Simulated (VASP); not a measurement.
# Ge (Fd-3m) in VASP: further runs

Ge is run at these levels: PBE; tasks: single point.

Everything below comes from runs of VASP 6.6.1. Logs are shortened: lines on timing, memory, paths and dates and some standing lists are left out, and cuts for length are marked.

## (1) The cell of the first run

Symmetry: Fd-3m, No. 227, cubic system. The conventional cell has a = 5.705 Å, b = 5.705 Å, c = 5.705 Å, α = 90.00°, β = 90.00°, γ = 90.00°. Ge (site symmetry -43m) has 4 Ge at 2.47 Å within 3.3 Å.

## (2) Single point, PBE

The input, INCAR:

```
  PREC = Accurate
  ENCUT = 500
  EDIFF = 1E-6
  ISMEAR = 0
  SIGMA = 0.05
  LREAL = F
  LASPH = T
  NELM = 120
  ALGO = Normal
  ISIF = 2
  LWAVE = F
  LCHARG = F
  GGA = PE
  NBANDS = 21
  GGA_COMPAT = F
```

The input, KPOINTS:

```
regular mesh
0
Gamma
  6 6 6
```

The input, POSCAR:

```
Ge
1.0
    0.0000000000      2.8522832403      2.8522832403
    2.8522832403      0.0000000000      2.8522832403
    2.8522832403      2.8522832403      0.0000000000
Ge
2
Direct
    0.5000000000      0.5000000000      0.5000000000
    0.7500000000      0.7500000000      0.7500000000
```

Potentials or basis: VASP PAW PBE potentials, release 64 (Ge_d).

Started as:

```console
cat potpaw_PBE.64/Ge_d/POTCAR > POTCAR
mpirun -np 1 vasp_std > vasp.out
```

OUTCAR:

```text
PREC = Accurate
   ENCUT = 500
   EDIFF = 1E-6
   ISMEAR = 0
   LREAL = F
   LASPH = T
   NELM = 120
   ISIF = 2
   GGA = PE

 ion  position               nearest neighbor table
   1  0.500  0.500  0.500-   2 2.47   2 2.47   2 2.47   2 2.47
   2  0.750  0.750  0.750-   1 2.47   1 2.47   1 2.47   1 2.47

  LATTYP: Found a face centered cubic cell.
 ALAT       =     5.7045664806

  Lattice vectors:

 A1 = (   0.0000000000,   2.8522832403,   2.8522832403)
 A2 = (   2.8522832403,   0.0000000000,   2.8522832403)
 A3 = (   2.8522832403,   2.8522832403,   0.0000000000)

Analysis of symmetry for initial positions (statically):
=====================================================================
 Subroutine PRICEL returns:
 Original cell was already a primitive cell.

 Routine SETGRP: Setting up the symmetry group for a
 face centered cubic supercell.

 Subroutine GETGRP returns: Found 48 space group operations
 (whereof 24 operations were pure point group operations)
 out of a pool of 48 trial point group operations.

The static configuration has the point symmetry T_d .
 The point group associated with its full space group is O_h .

Analysis of symmetry for dynamics (positions and initial velocities):
=====================================================================
 Subroutine PRICEL returns:
 Original cell was already a primitive cell.

 Routine SETGRP: Setting up the symmetry group for a
 face centered cubic supercell.

 Subroutine GETGRP returns: Found 48 space group operations
 (whereof 24 operations were pure point group operations)
 out of a pool of 48 trial point group operations.

The dynamic configuration has the point symmetry T_d .
 The point group associated with its full space group is O_h .

 Subroutine INISYM returns: Found 48 space group operations
 (whereof 24 operations are pure point group operations),
 and found     1 'primitive' translations

----------------------------------------------------------------------------------------

                                     Primitive cell

  volume of cell :      46.4096

  direct lattice vectors                    reciprocal lattice vectors
     0.000000000  2.852283240  2.852283240    -0.175298159  0.175298159  0.175298159
     2.852283240  0.000000000  2.852283240     0.175298159 -0.175298159  0.175298159
     2.852283240  2.852283240  0.000000000     0.175298159  0.175298159 -0.175298159

[... 70 lines left out ...]
   LSORBIT =      F    spin-orbit coupling
   LASPH  =      T    aspherical Exc in radial PAW
   ENCUT  =  500.0 eV  36.75 Ry    6.06 a.u.   7.35  7.35  7.35*2*pi/ulx,y,z
   NELM   =    120;   NELMIN=  2; NELMDL= -5     # of ELM steps
   EDIFF  = 0.1E-05   stopping-criterion for ELM
   LREAL  =      F    real-space projection
   EDIFFG = 0.1E-04   stopping-criterion for IOM
   NSW    =      0    number of steps for IOM
   IBRION =     -1    ionic relax: 0-MD 1-quasi-New 2-CG
   NFREE  =      0    steps in history (QN), initial steepest desc. (CG)
   ISIF   =      2    stress and relaxation
   ISYM   =      2    0-nonsym 1-usesym 2-fastsym
   POTIM  = 0.5000    time-step for ionic-motion
   TEBEG  =    0.0;   TEEND  =   0.0 temperature during run
   PSTRESS=    0.0 pullay stress
   NELECT =      28.0000    total number of electrons
   NUPDOWN=      -1.0000    fix difference up-down
   EMIN   =  10.00;   EMAX   =-10.00  energy-range for DOS
   EFERMI =   0.00;   METHOD = LEGACY
   ISMEAR =     0;   SIGMA  =   0.05  broadening in eV -4-tet -1-fermi 0-gaus
   EFERMI_NEDOS =   21; number of points for ismear=-14 and -15
   IALGO  =     38    algorithm
   IMIX   =      4    mixing-type and parameters
     AMIX     =   0.40;   BMIX     =  1.00
     AMIX_MAG =   1.60;   BMIX_MAG =  1.00
  volume/ion in A,a.u.               =      23.20       156.59
  Fermi-wavevector in a.u.,A,eV,Ry     =   1.383327  2.614109 26.036022  1.913594
  Thomas-Fermi vector in A             =   2.507935
   LORBIT       =      0    0 simple, 1 ext, 2 COOP (PROOUT), +10 PAW based schemes
   GGA     = PE    functional components
   LHFCALC =     F    Hartree Fock is set to
   AEXX    =    0.0000 exact exchange contribution
   IVDW    =     0    specifies the selected vdW correction
   LEPSILON=     F    determine dielectric tensor
   LRPA    =     F    only Hartree local field effects (RPA)
 non-spin polarized calculation
 Gauss-broadening in eV      SIGMA  =   0.05
  energy-cutoff  :      500.00
  volume of cell :       46.41
 maximum number of plane-waves:      1243
 NGX is ok and might be reduce to    30
   NGX = 15   NGY = 15   NGZ = 15

 number of electron      28.0000002 magnetization

 Free energy of the ion-electron system (eV)
  ---------------------------------------------------
  ext. energy  EPLUGINS =         0.00000000
  ---------------------------------------------------
  free energy    TOTEN  =        -8.98444350 eV

  energy without entropy =       -8.98407002  energy(sigma->0) =       -8.98425676

 E-fermi :   4.7796     XC(G=0):  -9.8002

 val. band max:        4.7648679065   @ k =   0.0000   0.0000   0.0000
 cond. band min:       4.8744152579   @ k =   0.5000   0.0000   0.0000
 fundamental gap:      0.1095473514
 Fermi energy:         4.7796215257

 k-point     1 :       0.0000    0.0000    0.0000
  band No.  band energies     occupation
      1     -20.0128      2.00000
      2     -20.0128      2.00000
      3     -20.0128      2.00000
      4     -19.9787      2.00000
      5     -19.9787      2.00000
      6     -19.7810      2.00000
[... 373 lines left out ...]
     20      15.6165      0.00000
     21      17.5375      0.00000

------------------------ aborting loop because EDIFF is reached ----------------------------------------

  FORCE on cell =-STRESS in cart. coord.  units (eV):
  Direction    XX          YY          ZZ          XY          YZ          ZX
  --------------------------------------------------------------------------------------
  -------------------------------------------------------------------------------------
  Total        0.5281297      0.5281297      0.5281297      0.0000000     -0.0000000     -0.0000000
  in kB       18.2323748     18.2323748     18.2323748      0.0000000     -0.0000000     -0.0000000
  external PRESSURE =      18.2323748 kB  Pullay stress =       0.0000000 kB

 VOLUME and BASIS-vectors are now :
 -----------------------------------------------------------------------------
  energy-cutoff  :      500.00
  volume of cell :       46.41
      direct lattice vectors                 reciprocal lattice vectors
     0.000000000  2.852283240  2.852283240    -0.175298159  0.175298159  0.175298159
     2.852283240  0.000000000  2.852283240     0.175298159 -0.175298159  0.175298159
     2.852283240  2.852283240  0.000000000     0.175298159  0.175298159 -0.175298159

 POSITION                                       TOTAL-FORCE (eV/Angst)
 -----------------------------------------------------------------------------------
      2.85228      2.85228      2.85228         0.000000      0.000000      0.000000
      4.27842      4.27842      4.27842        -0.000000     -0.000000     -0.000000
 -----------------------------------------------------------------------------------
    total drift:                                0.000000     -0.000000     -0.000000

  FREE ENERGIE OF THE ION-ELECTRON SYSTEM (eV)
  ---------------------------------------------------
  free  energy   TOTEN  =        -8.9844434960 eV

  energy  without entropy=       -8.9840700157  energy(sigma->0) =       -8.98425676
```

OSZICAR:

```text
N       E                     dE             d eps       ncg     rms          rms(c)
DAV:   1     0.187243523156E+03    0.18724E+03   -0.14487E+04   778   0.350E+03
DAV:   2     0.180966091848E+02   -0.16915E+03   -0.16323E+03   672   0.599E+02
DAV:   3    -0.818271099086E+01   -0.26279E+02   -0.26108E+02   777   0.142E+02
DAV:   4    -0.905233524842E+01   -0.86962E+00   -0.86905E+00   752   0.301E+01
DAV:   5    -0.906690848061E+01   -0.14573E-01   -0.14573E-01   777   0.436E+00    0.312E+00
DAV:   6    -0.901140856143E+01    0.55500E-01   -0.21224E-02   778   0.145E+00    0.185E+00
DAV:   7    -0.898241656684E+01    0.28992E-01   -0.46723E-02   749   0.194E+00    0.148E-01
DAV:   8    -0.898419472600E+01   -0.17782E-02   -0.58609E-03   722   0.917E-01    0.438E-02
DAV:   9    -0.898442353582E+01   -0.22881E-03   -0.27147E-04   732   0.180E-01    0.141E-02
DAV:  10    -0.898444117394E+01   -0.17638E-04   -0.34332E-05   789   0.637E-02    0.628E-03
DAV:  11    -0.898444343486E+01   -0.22609E-05   -0.53903E-06   618   0.325E-02    0.181E-03
DAV:  12    -0.898444349601E+01   -0.61147E-07   -0.21655E-07   538   0.627E-03
   1 F= -.89844435E+01 E0= -.89842568E+01  d E =-.373480E-03
```

stdout:

```text
POSCAR found type information on POSCAR Ge
 POSCAR found :  1 types and       2 ions
 scaLAPACK will be used
 LDA part: xc-table for (Slater+PW92), standard interpolation
 POSCAR, INCAR and KPOINTS ok, starting setup
 FFT: planning ... GRIDC
 FFT: planning ... GRID_SOFT
 FFT: planning ... GRID
 WAVECAR not read
 entering main loop
```

Wall time 14 s (1 thread of AMD EPYC 7R43 (Zen 3), shared host); peak memory 0.13 GiB.

What came out:

- Free energy: -8.9844 eV
- Pressure: 1.8 GPa
- Band gap on the k mesh: zero (filled and empty bands touch)

## (3) Single point, PBE

This run uses another cell than the first one, of 23.98 Å³/atom, 1.033 times its volume.

The input, INCAR:

```
  PREC = Accurate
  ENCUT = 500
  EDIFF = 1E-6
  ISMEAR = 0
  SIGMA = 0.05
  LREAL = False
  LASPH = True
  NELM = 120
  ALGO = Normal
  ISIF = 2
  LWAVE = False
  LCHARG = False
  GGA = PE
  NBANDS = 21
  GGA_COMPAT = False
```

KPOINTS is that of step 2.

The input, POSCAR:

```
Ge
1.0
    0.0000000000      2.8836577635      2.8836577635
    2.8836577635      0.0000000000      2.8836577635
    2.8836577635      2.8836577635      0.0000000000
Ge
2
Direct
    0.5000000000      0.5000000000      0.5000000000
    0.7500000000      0.7500000000      0.7500000000
```

Potentials or basis: VASP PAW PBE potentials, release 64 (Ge_d).

Started as:

```console
cat potpaw_PBE.64/Ge_d/POTCAR > POTCAR
mpirun -np 1 vasp_std > vasp.out
```

Wall time 16 s (1 thread of AMD EPYC 7R43 (Zen 3), shared host); peak memory 0.12 GiB.

The run converged. Its results:

| Item | Value |
| --- | --- |
| Free energy | -8.9932 eV |
| Pressure | -0.2 GPa |
| Band gap on the k mesh | zero (filled and empty bands touch) |

Levels at points of the mesh, in eV from the Fermi level:
| k point | band 10 | band 11 | band 12 | band 13 | band 14 | band 15 | band 16 | band 17 | band 18 | band 19 |
| --- | --- | --- | --- | --- | --- | --- | --- | --- | --- | --- |
| (0.00, 0.00, 0.00) | -24.50 | -12.34 | -0.47 | 0.01 | 0.01 | 0.01 | 2.54 | 2.54 | 2.54 | 6.30 |
| (0.50, 0.00, 0.00) | -24.48 | -10.38 | -7.33 | -1.31 | -1.31 | 0.03 | 3.72 | 3.72 | 7.11 | 10.22 |
| (0.50, 0.50, 0.00) | -24.47 | -8.67 | -8.67 | -2.87 | -2.87 | 0.83 | 0.83 | 9.06 | 9.06 | 11.06 |
